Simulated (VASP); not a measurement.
# KI (Pm-3m) in VASP: further runs

The runs below take KI through single point, relaxation of cell and atoms, with r2SCAN, PBE, PBEsol.

Program: VASP 6.6.1. These are calculated values, not measurements. Logs are shortened: lines on timing, memory, paths and dates and some standing lists are left out, and cuts for length are marked.

## (1) The cell of the first run

The structure is cubic, space group Pm-3m (No. 221). The conventional cell has a = 4.291 Å, b = 4.291 Å, c = 4.291 Å, α = 90.00°, β = 90.00°, γ = 90.00°. Within 4.9 Å of K (site symmetry m-3m) lie 8 I at 3.72 Å and 6 K at 4.29 Å. I (site symmetry m-3m) has 8 K at 3.72 Å and 6 I at 4.29 Å within 4.9 Å.

## (2) Single point, r2SCAN

POSCAR reads:

```
KI
1.0
    4.2909468193      0.0000000000      0.0000000000
    0.0000000000      4.2909468193      0.0000000000
    0.0000000000      0.0000000000      4.2909468193
K I
1 1
Direct
    0.0000000000      0.0000000000      0.0000000000
    0.5000000000      0.5000000000      0.5000000000
```

INCAR.step1 reads:

```
SYSTEM = KI
PREC = Accurate ; ENCUT = 520
ISMEAR = 0 ; SIGMA = 0.01
LREAL = .FALSE. ; LASPH = .TRUE.
NELM = 60 ; NBANDS = 15
GGA = PE ; ALGO = Normal
EDIFF = 1E-4 ; LWAVE = .TRUE.
LCHARG = .FALSE.
```

INCAR.step2 reads:

```
SYSTEM = KI
PREC = Accurate ; ENCUT = 520
EDIFF = 1E-6 ; ISMEAR = 0
SIGMA = 0.01 ; LREAL = .FALSE.
LASPH = .TRUE. ; NELM = 60
ALGO = Normal ; ISIF = 2
LWAVE = .FALSE. ; LCHARG = .TRUE.
METAGGA = R2SCAN ; LMIXTAU = .TRUE.
LELF = .TRUE. ; LVHAR = .TRUE.
NBANDS = 15 ; ISTART = 1
```

KPOINTS reads:

```
regular mesh
0
G
  6 6 6
  0 0 0
```

Potentials or basis: VASP PAW PBE potentials, release 64 (K_sv, I).

Launch:

```bash
cat potpaw_PBE.64/K_sv/POTCAR potpaw_PBE.64/I/POTCAR > POTCAR
cp INCAR.step1 INCAR
mpirun -np 1 vasp_std > vasp.out
cp INCAR.step2 INCAR
mpirun -np 1 vasp_std > vasp.out
```

OUTCAR:

```text
SYSTEM = KI
   PREC = Accurate
   ENCUT = 520
   EDIFF = 1E-6
   ISMEAR = 0
   LREAL = .FALSE.
   LASPH = .TRUE.
   NELM = 60
   ISIF = 2
   METAGGA = R2SCAN
   ISTART = 1

 ion  position               nearest neighbor table
   1  0.000  0.000  0.000-
   2  0.500  0.500  0.500-

  LATTYP: Found a simple cubic cell.
 ALAT       =     4.2909468193

  Lattice vectors:

 A1 = (   4.2909468193,   0.0000000000,   0.0000000000)
 A2 = (   0.0000000000,   4.2909468193,   0.0000000000)
 A3 = (   0.0000000000,   0.0000000000,   4.2909468193)

Analysis of symmetry for initial positions (statically):
=====================================================================
 Subroutine PRICEL returns:
 Original cell was already a primitive cell.

 Routine SETGRP: Setting up the symmetry group for a
 simple cubic supercell.

 Subroutine GETGRP returns: Found 48 space group operations
 (whereof 48 operations were pure point group operations)
 out of a pool of 48 trial point group operations.

The static configuration has the point symmetry O_h .

Analysis of symmetry for dynamics (positions and initial velocities):
=====================================================================
 Subroutine PRICEL returns:
 Original cell was already a primitive cell.

 Routine SETGRP: Setting up the symmetry group for a
 simple cubic supercell.

 Subroutine GETGRP returns: Found 48 space group operations
 (whereof 48 operations were pure point group operations)
 out of a pool of 48 trial point group operations.

The dynamic configuration has the point symmetry O_h .

 Subroutine INISYM returns: Found 48 space group operations
 (whereof 48 operations are pure point group operations),
 and found     1 'primitive' translations

----------------------------------------------------------------------------------------

                                     Primitive cell

  volume of cell :      79.0059

  direct lattice vectors                    reciprocal lattice vectors
     4.290946819  0.000000000  0.000000000     0.233048798  0.000000000  0.000000000
     0.000000000  4.290946819  0.000000000     0.000000000  0.233048798  0.000000000
     0.000000000  0.000000000  4.290946819     0.000000000  0.000000000  0.233048798

  length of vectors
     4.290946819  4.290946819  4.290946819     0.233048798  0.233048798  0.233048798

  position of ions in fractional coordinates (direct lattice)
     0.000000000  0.000000000  0.000000000
     0.500000000  0.500000000  0.500000000

  ion indices of the primitive-cell ions
   primitive index   ion index
[... 80 lines left out ...]
   NELECT =      16.0000    total number of electrons
   NUPDOWN=      -1.0000    fix difference up-down
   EMIN   =  10.00;   EMAX   =-10.00  energy-range for DOS
   EFERMI =   0.00;   METHOD = LEGACY
   ISMEAR =     0;   SIGMA  =   0.01  broadening in eV -4-tet -1-fermi 0-gaus
   EFERMI_NEDOS =   21; number of points for ismear=-14 and -15
   IALGO  =     38    algorithm
   IMIX   =      4    mixing-type and parameters
     AMIX     =   0.40;   BMIX     =  1.00
     AMIX_MAG =   1.60;   BMIX_MAG =  1.00
  volume/ion in A,a.u.               =      39.50       266.58
  Fermi-wavevector in a.u.,A,eV,Ry     =   0.961380  1.816745 12.575202  0.924251
  Thomas-Fermi vector in A             =   2.090747
   LORBIT       =      0    0 simple, 1 ext, 2 COOP (PROOUT), +10 PAW based schemes
   METAGGA = R2SCAN    functional components
   LHFCALC =     F    Hartree Fock is set to
   AEXX    =    0.0000 exact exchange contribution
   IVDW    =     0    specifies the selected vdW correction
   LEPSILON=     F    determine dielectric tensor
   LRPA    =     F    only Hartree local field effects (RPA)
 non-spin polarized calculation
 Gauss-broadening in eV      SIGMA  =   0.01
  energy-cutoff  :      520.00
  volume of cell :       79.01
 maximum number of plane-waves:      2176
 NGX is ok and might be reduce to    32
   NGX = 15   NGY = 15   NGZ = 15

 number of electron      16.0000003 magnetization

 Free energy of the ion-electron system (eV)
  ---------------------------------------------------
  ext. energy  EPLUGINS =         0.00000000
  ---------------------------------------------------
  free energy    TOTEN  =       -33.86426543 eV

  energy without entropy =      -33.86426543  energy(sigma->0) =      -33.86426543

 E-fermi :   0.7060     XC(G=0):  -8.0480

 val. band max:        0.5780285747   @ k =   0.5000   0.5000   0.0000
 cond. band min:       4.6189511589   @ k =   0.0000   0.0000   0.0000
 fundamental gap:      4.0409225841
 Fermi energy:         0.7060030458

 k-point     1 :       0.0000    0.0000    0.0000
  band No.  band energies     occupation
      1     -30.0058      2.00000
      2     -12.6880      2.00000
      3     -12.6880      2.00000
      4     -12.6880      2.00000
      5     -10.9131      2.00000
      6       0.2090      2.00000
      7       0.2090      2.00000
      8       0.2090      2.00000
      9       4.6190      0.00000
     10       5.8338      0.00000
     11       5.8338      0.00000
     12       9.6788      0.00000
     13       9.6788      0.00000
     14       9.6788      0.00000
[... 329 lines left out ...]
      2     -12.7499      2.00000
      3     -12.7499      2.00000
      4     -12.7499      2.00000
      5     -10.3517      2.00000
      6      -1.1081      2.00000
      7      -1.1081      2.00000
      8      -1.1081      2.00000
      9       6.7146      0.00000
     10       6.7146      0.00000
     11       6.7146      0.00000
     12      10.2080      0.00000
     13      10.2080      0.00000
     14      10.2080      0.00000
     15      10.7847      0.00000

------------------------ aborting loop because EDIFF is reached ----------------------------------------

  FORCE on cell =-STRESS in cart. coord.  units (eV):
  Direction    XX          YY          ZZ          XY          YZ          ZX
  --------------------------------------------------------------------------------------
  -------------------------------------------------------------------------------------
  Total        0.0045474      0.0045474      0.0045474      0.0000000     -0.0000000      0.0000000
  in kB        0.0922172      0.0922172      0.0922172      0.0000000     -0.0000000      0.0000000
  external PRESSURE =       0.0922172 kB  Pullay stress =       0.0000000 kB

 VOLUME and BASIS-vectors are now :
 -----------------------------------------------------------------------------
  energy-cutoff  :      520.00
  volume of cell :       79.01
      direct lattice vectors                 reciprocal lattice vectors
     4.290946819  0.000000000  0.000000000     0.233048798  0.000000000  0.000000000
     0.000000000  4.290946819  0.000000000     0.000000000  0.233048798  0.000000000
     0.000000000  0.000000000  4.290946819     0.000000000  0.000000000  0.233048798

 POSITION                                       TOTAL-FORCE (eV/Angst)
 -----------------------------------------------------------------------------------
      0.00000      0.00000      0.00000         0.000000      0.000000      0.000000
      2.14547      2.14547      2.14547         0.000000      0.000000      0.000000
 -----------------------------------------------------------------------------------
    total drift:                                0.000000      0.000000     -0.000000

  FREE ENERGIE OF THE ION-ELECTRON SYSTEM (eV)
  ---------------------------------------------------
  free  energy   TOTEN  =       -33.8642654337 eV

  energy  without entropy=      -33.8642654337  energy(sigma->0) =      -33.86426543
```

OSZICAR.step1:

```text
N       E                     dE             d eps       ncg     rms          rms(c)
DAV:   1     0.852822258665E+02    0.85282E+02   -0.65442E+03   600   0.917E+02
DAV:   2    -0.433842598811E+00   -0.85716E+02   -0.79946E+02   790   0.212E+02
DAV:   3    -0.534888740402E+01   -0.49150E+01   -0.48958E+01   884   0.438E+01
DAV:   4    -0.552726967229E+01   -0.17838E+00   -0.17836E+00   865   0.751E+00
DAV:   5    -0.552960655605E+01   -0.23369E-02   -0.23368E-02   912   0.856E-01    0.269E+00
DAV:   6    -0.543776454498E+01    0.91842E-01   -0.65766E-02   754   0.174E+00    0.193E+00
DAV:   7    -0.541814225046E+01    0.19622E-01   -0.89592E-02   803   0.173E+00    0.738E-01
DAV:   8    -0.542062685540E+01   -0.24846E-02   -0.13103E-02   644   0.759E-01    0.154E-01
DAV:   9    -0.542076932813E+01   -0.14247E-03   -0.59224E-04   866   0.163E-01    0.720E-02
DAV:  10    -0.542082278158E+01   -0.53453E-04   -0.84390E-05   553   0.612E-02
   1 F= -.54208228E+01 E0= -.54208228E+01  d E =-.150559E-33
```

Run time: 27 s. Hardware: 1 thread of Intel Xeon 6975P-C (Granite Rapids), shared host; peak memory 0.19 GiB.

What came out:

```yaml
Free_energy: -33.8643 eV
Pressure: 0.0 GPa
Band_gap_on_the_k_mesh: 4.04 eV (least direct gap 4.41 eV)
```

Levels at points of the mesh, in eV from the valence-band top:
```tsv
k point	band 5	band 6	band 7	band 8	band 9	band 10	band 11	band 12
(0.00, 0.00, 0.00)	-11.49	-0.37	-0.37	-0.37	4.04	5.26	5.26	9.10
(0.50, 0.00, 0.00)	-11.17	-2.31	-0.29	-0.29	6.14	6.72	7.63	7.77
(0.50, 0.50, 0.00)	-11.12	-1.75	-1.75	0.00	4.44	6.36	7.42	7.42
(0.50, 0.50, 0.50)	-10.93	-1.69	-1.69	-1.69	6.14	6.14	6.14	9.63
```

Caveat: the PAW data sets were made with another functional, which shifts forces and pressure a little; spin-orbit coupling is left out, which moves the levels of the heavy elements.

## (3) Relaxation of cell and atoms, PBE

This run uses another cell than the first one, of 38.28 Å³/atom.

INCAR reads:

```
SYSTEM = KI
PREC = Accurate ; ENCUT = 600
EDIFF = 1E-6 ; ISMEAR = -1
SIGMA = 0.02 ; LREAL = .False.
LASPH = .True. ; NELM = 80
ALGO = Normal ; ISIF = 3
LWAVE = .False. ; LCHARG = .False.
GGA = PE ; IBRION = 2
NSW = 80 ; EDIFFG = -0.005
```

KPOINTS reads:

```
Automatic mesh
0
Gamma
  6 6 6
  0 0 0
```

POSCAR reads:

```
KI
1.0
    4.2463788983      0.0000000000      0.0000000000
    0.0000000000      4.2463788983      0.0000000000
    0.0000000000      0.0000000000      4.2463788983
K I
1 1
Direct
    0.0000000000      0.0000000000      0.0000000000
    0.5000000000      0.5000000000      0.5000000000
```

Potentials or basis: VASP PAW PBE potentials, release 64 (K_sv, I).

Launch:

```bash
cat potpaw_PBE.64/K_sv/POTCAR potpaw_PBE.64/I/POTCAR > POTCAR
mpirun -np 1 vasp_std > vasp.out
```

It took 33 s on 1 thread of Intel Xeon 6975P-C (Granite Rapids), shared host; peak memory 0.22 GiB.

It converged, with:

| Quantity | Value |
| --- | --- |
| Free energy | -5.4256 eV |
| Relaxed volume | 41.02 Å³/atom |
| Relaxed cell | a = 4.345 Å, b = 4.345 Å, c = 4.345 Å, α = 90.00°, β = 90.00°, γ = 90.00° |
| Space group after relaxing (to 0.1 Å) | Pm-3m (No. 221) |
| Energy gained by relaxing | 8.1 meV/atom |
| Ionic steps | 4 |
| Pressure after relaxing | 0.0 GPa |
| Band gap on the k mesh | 3.24 eV (least direct gap 3.58 eV) |

The path:
```tsv
step	energy change (eV)	largest force (eV/Å)	pressure (GPa)	volume (Å³)
1	0.0000	0.0000	1.02	76.57
2	-0.0124	0.0000	0.46	79.30
3	-0.0160	0.0000	-0.08	82.58
4	-0.0162	0.0000	0.00	82.05
```

Final structure:
```cif
data_structure
_symmetry_space_group_name_H-M 'P 1'
_symmetry_Int_Tables_number 1
_cell_length_a 4.3453
_cell_length_b 4.3453
_cell_length_c 4.3453
_cell_angle_alpha 90.000
_cell_angle_beta 90.000
_cell_angle_gamma 90.000
_cell_volume 82.05
loop_
_atom_site_label
_atom_site_type_symbol
_atom_site_fract_x
_atom_site_fract_y
_atom_site_fract_z
_atom_site_occupancy
K1 K 0.00000 0.00000 0.00000 1
I1 I 0.50000 0.50000 0.50000 1
```

Levels at points of the mesh, in eV from the valence-band top:
```
           k point  band 4  band 5  band 6  band 7  band 8  band 9  band 10  band 11  band 12
(0.00, 0.00, 0.00)  -12.87  -11.06   -0.34   -0.34   -0.34    3.24     4.84     4.84     8.34
(0.50, 0.00, 0.00)  -12.86  -10.80   -2.16   -0.26   -0.26    5.39     6.21     6.86     7.08
(0.50, 0.50, 0.00)  -12.85  -10.75   -1.62   -1.62    0.00    3.95     5.68     6.80     6.80
(0.50, 0.50, 0.50)  -12.92  -10.60   -1.55   -1.55   -1.55    5.61     5.61     5.61     8.70
```

Caveat: spin-orbit coupling is left out, which moves the levels of the heavy elements. A k mesh can miss the band edges.

## (4) Relaxation of cell and atoms, PBEsol

This run uses another cell than the first one, of 40.92 Å³/atom.

INCAR reads:

```
SYSTEM = KI
  ALGO = Normal
  EDIFF = 1E-6
  EDIFFG = -0.005
  ENCUT = 600
  GGA = PS
  IBRION = 2
  ISIF = 3
  ISMEAR = -1
  LASPH = .TRUE.
  LCHARG = .FALSE.
  LREAL = .FALSE.
  LWAVE = .FALSE.
  NELM = 100
  NSW = 80
  PREC = Accurate
  SIGMA = 0.02
```

KPOINTS reads:

```
k-points
0
G
  6 6 6
  0 0 0
```

POSCAR reads:

```
KI
1.0
    4.3417014682      0.0000000000      0.0000000000
    0.0000000000      4.3417014682      0.0000000000
    0.0000000000      0.0000000000      4.3417014682
K I
1 1
Direct
    0.0000000000      0.0000000000      0.0000000000
    0.5000000000      0.5000000000      0.5000000000
```

Launch:

```bash
cat potpaw_PBE.64/K_sv/POTCAR potpaw_PBE.64/I/POTCAR > POTCAR
mpirun -np 1 vasp_std > vasp.out
```

Run time: 28 s. Hardware: 1 thread of Intel Xeon 6975P-C (Granite Rapids), shared host; peak memory 0.22 GiB.

Results (log left out):

```
Free energy                           : -5.7282 eV
Relaxed volume                        : 37.93 Å³/atom
Relaxed cell                          : a = 4.233 Å, b = 4.233 Å, c = 4.233 Å, α = 90.00°, β = 90.00°, γ = 90.00°
Space group after relaxing (to 0.1 Å) : Pm-3m (No. 221)
Energy gained by relaxing             : 9.4 meV/atom
Ionic steps                           : 4
Pressure after relaxing               : 0.0 GPa
Band gap on the k mesh                : 3.28 eV (least direct gap 3.67 eV)
```

The path:
| step | energy change (eV) | largest force (eV/Å) | pressure (GPa) | volume (Å³) |
| --- | --- | --- | --- | --- |
| 1 | 0.0000 | 0.0000 | -0.95 | 81.84 |
| 2 | -0.0132 | 0.0000 | -0.54 | 79.00 |
| 3 | -0.0188 | 0.0000 | 0.05 | 75.58 |
| 4 | -0.0188 | 0.0000 | -0.01 | 75.85 |

Final structure:
```cif
data_structure
_symmetry_space_group_name_H-M 'P 1'
_symmetry_Int_Tables_number 1
_cell_length_a 4.2331
_cell_length_b 4.2331
_cell_length_c 4.2331
_cell_angle_alpha 90.000
_cell_angle_beta 90.000
_cell_angle_gamma 90.000
_cell_volume 75.85
loop_
_atom_site_label
_atom_site_type_symbol
_atom_site_fract_x
_atom_site_fract_y
_atom_site_fract_z
_atom_site_occupancy
K1 K 0.00000 0.00000 0.00000 1
I1 I 0.50000 0.50000 0.50000 1
```

Levels at points of the mesh, in eV from the valence-band top:
```tsv
k point	band 5	band 6	band 7	band 8	band 9	band 10	band 11	band 12
(0.00, 0.00, 0.00)	-11.31	-0.39	-0.39	-0.39	3.28	4.58	4.58	8.43
(0.50, 0.00, 0.00)	-10.94	-2.49	-0.32	-0.32	5.44	6.06	6.92	7.16
(0.50, 0.50, 0.00)	-10.92	-1.85	-1.85	0.00	3.77	5.61	6.73	6.73
(0.50, 0.50, 0.50)	-10.72	-1.81	-1.81	-1.81	5.53	5.53	5.53	8.98
```

Caveat: the PAW data sets were made with another functional, which shifts forces and pressure a little; spin-orbit coupling is left out, which moves the levels of the heavy elements. A k mesh can miss the band edges.

## (5) Summary

| task | level | cell | cutoff (eV) | smearing | gap on the mesh (eV) | pressure (GPa) | relaxed volume (Å³/atom) |
| --- | --- | --- | --- | --- | --- | --- | --- |
| single point | r2SCAN | a = 4.291 Å, 2 atoms | 520 | gaussian 0.01 eV | 4.04 | 0.0 | - |
| relaxation of cell and atoms | PBE | relaxed from a = 4.246 Å, 2 atoms | 600 | fermi-dirac 0.02 eV | 3.24 | 0.0 | 41.02 |
| relaxation of cell and atoms | PBEsol | relaxed from a = 4.342 Å, 2 atoms | 600 | fermi-dirac 0.02 eV | 3.28 | 0.0 | 37.93 |

Alike in all rows: potentials or basis VASP PAW PBE potentials, release 64 (K_sv, I); no spin polarisation; k mesh 6 × 6 × 6.

Caveats: spin-orbit coupling is left out, which moves the levels of the heavy elements; the PAW data sets were made with another functional, which shifts forces and pressure a little (at least some runs).

Total energies depend on the potentials used, so only differences within one code and one set of settings carry meaning.
